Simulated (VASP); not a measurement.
Runs of VASP 6.6.1 on CsTeO3. The structure is that of space group Pm-3m (No. 221), or close to it. The cells are those of the table. 

| task | cell | cutoff (eV) | gap on the mesh (eV) | pressure (GPa) |
| --- | --- | --- | --- | --- |
| single point | a = 4.187 Å, 5 atoms | 520 | none | -2.6 |
| single point | a = 4.159 Å, 5 atoms | 520 | none | 0.1 |
| relaxation of cell and atoms | relaxed from a = 4.700 Å, 5 atoms | 600 | none | -0.1 |
| single point | a = 4.131 Å, 5 atoms | 520 | none | (a) |

Alike in all rows: level LDA; potentials or basis VASP PAW LDA potentials, release 64 (Cs_sv, Te, O); no spin polarisation; k mesh 4 × 4 × 4; smearing fermi-dirac 0.1 eV.

Q: Fill in the values left out.

A: (a) 3.2.

Caveats: some runs use coarse meshes; spin-orbit coupling is left out, which moves the levels of the heavy elements; an odd number of electrons without spin polarisation forces a metal; a magnetic or distorted state may lie lower.

A k mesh can miss the band edges, and the runs leave out spin-orbit coupling on Cs, Te.

A gap of «none» marks levels without a gap at the run's occupations.
